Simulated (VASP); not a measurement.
**P: single point with r2SCAN**

P:

```
CELL_PARAMETERS angstrom
0.00000 1.94174 1.94174
1.94174 0.00000 1.94174
1.94174 1.94174 0.00000
ATOMIC_POSITIONS crystal
P 0.00000 0.00000 0.00000
```

```
Program             : VASP 6.6.1
Task                : single point
Functional          : r2SCAN
Potentials or basis : VASP PAW PBE potentials, release 64 (P)
Cutoff              : 520 eV
k mesh              : 16 × 16 × 16
Occupations         : fermi-dirac, width 0.1 eV
Spin                : no spin polarisation
```

The pressure is 0.5 GPa.

Levels at points of the mesh, in eV from the Fermi level:
```tsv
k point	band 1	band 2	band 3	band 4	band 5
(0.00, 0.00, 0.00)	-17.17	7.18	7.18	7.18	12.09
(0.50, 0.00, 0.00)	-11.03	-8.41	5.07	5.07	11.11
(0.50, 0.50, 0.00)	-8.19	-7.08	0.71	0.71	4.68
```

Wall time 29 s on 1 thread of Intel(R) Xeon(R) 6975P-C (Granite Rapids), with other jobs on the host, peak memory 0.12 GiB.

Caveat: the PAW data sets were made with another functional, which shifts forces and pressure a little.
